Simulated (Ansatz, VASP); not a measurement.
**Two plane-wave programs on K2BrCl**

INCAR

```
SYSTEM = K2BrCl
PREC = Accurate
ENCUT = 520
EDIFF = 1E-7
ISMEAR = 0
SIGMA = 0.1
LREAL = .FALSE.
LASPH = .TRUE.
NELM = 100
ALGO = Normal
ISIF = 2
LWAVE = .FALSE.
LCHARG = .TRUE.
GGA = CA
LELF = .TRUE.
LVHAR = .TRUE.
NBANDS = 24
```

File KPOINTS:

```
Automatic mesh
0
G
  6 6 6
  0 0 0
```

POSCAR

```
K2BrCl
1.0
    2.2806333920      1.3167243028      7.4664346505
   -2.2806333920      1.3167243028      7.4664346505
    0.0000000000     -2.6334486056      7.4664346505
K Br Cl
2 1 1
Direct
    0.7461906900      0.7461906900      0.7461906900
    0.2538093100      0.2538093100      0.2538093100
    0.5000000000      0.5000000000      0.5000000000
    0.0000000000      0.0000000000      0.0000000000
```

Input for Ansatz:

```yaml
crystal:
  lattice:
    - [2.280633392, 1.3167243028, 7.4664346505]
    - [-2.280633392, 1.3167243028, 7.4664346505]
    - [0.0, -2.6334486056, 7.4664346505]
  atoms:
    - { symbol: K, position: [0.74619069, 0.74619069, 0.74619069] }
    - { symbol: K, position: [0.25380931, 0.25380931, 0.25380931] }
    - { symbol: Br, position: [0.5, 0.5, 0.5] }
    - { symbol: Cl, position: [0.0, 0.0, 0.0] }
basis:
  ecutwfc: 420
kpoints:
  mp_grid: { grid: [6, 6, 6] }
hamiltonian:
  xc: lda
scf:
  occupations: { method: gaussian, width: 0.1 }
output:
  forces: true
  stress: true
  eigenvalues: true
```

Alike in both runs: task single point; functional LDA; k mesh 6 × 6 × 6; occupations gaussian, width 0.1 eV; no spin polarisation.

```csv
,VASP,Ansatz
version,VASP 6.6.1,Ansatz 0.2.0
potentials or method,"VASP PAW LDA potentials, release 64 (K_sv, Br, Cl), cutoff 520 eV","scalar-relativistic, plane waves, PAW"
valence electrons in the cell,32,32
```

Ansatz gave:

```
gap on the k mesh at the Fermi level (eV) : 4.17
least direct gap on the mesh (eV)         : 4.17
pressure (GPa)                            : -1.9
```

Question: Which values does VASP return?

Answer: gap on the k mesh at the Fermi level (eV): 4.18; least direct gap on the mesh (eV): 4.18; pressure (GPa): -1.8.

LDA's correlation is that of Perdew and Zunger in VASP and of Perdew and Wang (1992) in Ansatz.
